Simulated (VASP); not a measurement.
Write the native input for VASP 6.6.1 that does the following.

```yaml
Task: single point
Functional: r2SCAN
Potentials_or_basis: VASP PAW PBE potentials, release 64 (C_h)
Cutoff: 1430 eV
k_mesh: 9 × 9 × 6
Occupations: gaussian, width 0.02 eV
Spin: no spin polarisation
Dipole_correction: no
Further_INCAR_settings: ALGO = Normal; EDIFF = 1e-06; NBANDS = 16
```

Crystal: C.

```
CELL_PARAMETERS angstrom
2.50285 0.00000 0.00000
-1.25142 2.16753 0.00000
0.00000 0.00000 4.23139
ATOMIC_POSITIONS crystal
C 0.33333 0.66667 0.99957
C 0.66667 0.33333 0.49957
C 0.33333 0.66667 0.37443
C 0.66667 0.33333 0.87443
```

This cell differs from its parent crystal: strained cell.

These files were run (other wordings do the same):

POSCAR

```
C
1.0
    2.5028470832      0.0000000000      0.0000000000
   -1.2514235416      2.1675291559      0.0000000000
    0.0000000000      0.0000000000      4.2313878940
C
4
Direct
    0.3333333333      0.6666666667     -0.0004326141
    0.6666666667      0.3333333333      0.4995673859
    0.3333333333      0.6666666667      0.3744326141
    0.6666666667      0.3333333333      0.8744326141
```

INCAR.step1

```
ALGO     = Normal         # electronic algorithm
EDIFF    = 1E-5           # SCF threshold, eV
ENCUT    = 1430           # plane-wave cutoff, eV
GGA      = PE             # functional
GGA_COMPAT= False        
ISMEAR   = 0              # smearing method
LASPH    = True           # aspherical terms in the spheres
LCHARG   = False          # write CHGCAR
LREAL    = False          # projectors in reciprocal space
LWAVE    = True           # write WAVECAR
NBANDS   = 16             # bands
NELM     = 120            # most SCF steps
PREC     = Accurate       # precision mode
SIGMA    = 0.02           # smearing width, eV
```

INCAR.step2

```
ALGO     = Normal         # electronic algorithm
EDIFF    = 1E-6           # SCF threshold, eV
ENCUT    = 1430           # plane-wave cutoff, eV
GGA_COMPAT= False        
ISIF     = 2              # what is computed and relaxed
ISMEAR   = 0              # smearing method
ISTART   = 1            
LASPH    = True           # aspherical terms in the spheres
LCHARG   = True           # write CHGCAR
LELF     = True           # ELF
LMIXTAU  = True         
LREAL    = False          # projectors in reciprocal space
LVHAR    = True         
LWAVE    = False          # write WAVECAR
METAGGA  = R2SCAN         # meta-GGA
NBANDS   = 16             # bands
NELM     = 120            # most SCF steps
PREC     = Accurate       # precision mode
SIGMA    = 0.02           # smearing width, eV
```

KPOINTS

```
k-points
0
Gamma
  9 9 6
```

Potentials or basis: VASP PAW PBE potentials, release 64 (C_h).

The run is started by

```bash
$ cat potpaw_PBE.64/C_h/POTCAR > POTCAR
$ cp INCAR.step1 INCAR
$ mpirun -np 1 vasp_std > vasp.out
$ cp INCAR.step2 INCAR
$ mpirun -np 1 vasp_std > vasp.out
```

Results of the run:

```
Pressure               : -6.9 GPa
Band gap on the k mesh : 3.66 eV (least direct gap 5.15 eV)
```

Caveat: the cell differs from its parent crystal (strained cell); the stress differs along the axes, from -20 to -1 GPa; the PAW data sets were made with another functional, which shifts forces and pressure a little.

Wall time 2.7 min on 1 thread of Intel(R) Xeon(R) Platinum 8488C (Sapphire Rapids), on a shared host, peak memory 0.25 GiB.
